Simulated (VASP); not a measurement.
# ZnS: single point with PBE

ZnS:

```
Zn S
1.0
     0.00000    2.68074    2.72156
     2.68074    0.00000    2.72156
     2.68074    2.68074    0.00000
Zn S
1 1
Direct
  0.00000 0.00000 0.00000
  0.75000 0.75000 0.75000
```

This cell differs from its parent crystal: strain -0.015 along x and y, +0.000 along z.

```yaml
Program: VASP 6.6.1
Task: single point
Functional: PBE
Potentials_or_basis: VASP PAW PBE potentials, release 64 (Zn, S)
Cutoff: 520 eV
k_mesh: 8 × 8 × 8
Occupations: gaussian, width 0.05 eV
Spin: no spin polarisation
Dipole_correction: no
Further_INCAR_settings: ALGO = Normal; EDIFF = 1e-06; NBANDS = 16
```

```yaml
Pressure: 2.4 GPa
Band_gap_on_the_k_mesh: 2.13 eV, direct
```

Stress tensor (GPa, compression positive):
```
2.64 0.00 0.00
0.00 2.64 0.00
0.00 0.00 2.02
```

Levels at points of the mesh, in eV from the valence-band top:
| k point | band 5 | band 6 | band 7 | band 8 | band 9 | band 10 | band 11 | band 12 | band 13 | band 14 |
| --- | --- | --- | --- | --- | --- | --- | --- | --- | --- | --- |
| (0.00, 0.00, 0.00) | -5.89 | -5.88 | -0.05 | 0.00 | 0.00 | 2.13 | 6.37 | 6.37 | 6.37 | 11.61 |
| (0.50, 0.00, 0.00) | -5.85 | -5.68 | -5.36 | -0.94 | -0.85 | 3.31 | 6.84 | 6.97 | 8.89 | 12.19 |
| (0.50, 0.50, 0.00) | -5.81 | -5.68 | -4.67 | -2.21 | -2.21 | 3.42 | 4.15 | 10.91 | 12.03 | 12.03 |
| (0.50, 0.00, 0.50) | -5.81 | -5.66 | -4.58 | -2.31 | -2.28 | 3.34 | 4.01 | 11.08 | 11.93 | 12.05 |

Wall time 13 s on 1 thread of Intel(R) Xeon(R) 6975P-C (Granite Rapids) (shared host), peak memory 0.17 GiB.

Caveat: the cell differs from its parent crystal (strain -0.015 along x and y, +0.000 along z).
